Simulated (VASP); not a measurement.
Wanted: the native input for a VASP 6.6.1 run.

| Property | Result |
| --- | --- |
| Task | single point |
| Functional | r2SCAN |
| Potentials or basis | VASP PAW PBE potentials, release 64 (Ta_pv) |
| Cutoff | 520 eV |
| k mesh | 18 × 18 × 18 |
| Occupations | gaussian, width 0.05 eV |
| Spin | no spin polarisation |
| Dipole correction | no |
| Further INCAR settings | ALGO = Normal; EDIFF = 1e-07; NBANDS = 12 |

Crystal: Ta.

```
Ta
1.0
     0.00000    2.10394    2.10394
     2.10394    0.00000    2.10394
     2.10394    2.10394    0.00000
Ta
1
Direct
  0.00000 0.00000 0.00000
```

One way to write it, as run:

POSCAR

```
Ta
1.0
    0.0000000000      2.1039367079      2.1039367079
    2.1039367079      0.0000000000      2.1039367079
    2.1039367079      2.1039367079      0.0000000000
Ta
1
Direct
    0.0000000000      0.0000000000      0.0000000000
```

INCAR.step1

```
SYSTEM = Ta
ALGO = Normal ; EDIFF = 1E-4
ENCUT = 520 ; GGA = PE
ISMEAR = 0 ; LASPH = .True.
LCHARG = .False. ; LREAL = .False.
LWAVE = .True. ; NBANDS = 12
NELM = 60 ; PREC = Accurate
SIGMA = 0.05
```

INCAR.step2

```
SYSTEM = Ta
ALGO = Normal ; EDIFF = 1E-7
ENCUT = 520 ; ISIF = 2
ISMEAR = 0 ; ISTART = 1
LASPH = .True. ; LCHARG = .False.
LMIXTAU = .True. ; LREAL = .False.
LWAVE = .False. ; METAGGA = R2SCAN
NBANDS = 12 ; NELM = 60
PREC = Accurate ; SIGMA = 0.05
```

KPOINTS

```
k-points
0
Gamma
  18 18 18
  0 0 0
```

Potentials or basis: VASP PAW PBE potentials, release 64 (Ta_pv).

Command:

```console
$ cat potpaw_PBE.64/Ta_pv/POTCAR > POTCAR
$ cp INCAR.step1 INCAR
$ mpirun -np 1 vasp_std > vasp.out
$ cp INCAR.step2 INCAR
$ mpirun -np 1 vasp_std > vasp.out
```

Results of the run:

The pressure is 0.5 GPa.

Caveat: the PAW data sets were made with another functional, which shifts forces and pressure a little.

Wall time 100 s on 1 thread of Intel(R) Xeon(R) Platinum 8488C (Sapphire Rapids) (shared host), peak memory 0.17 GiB.
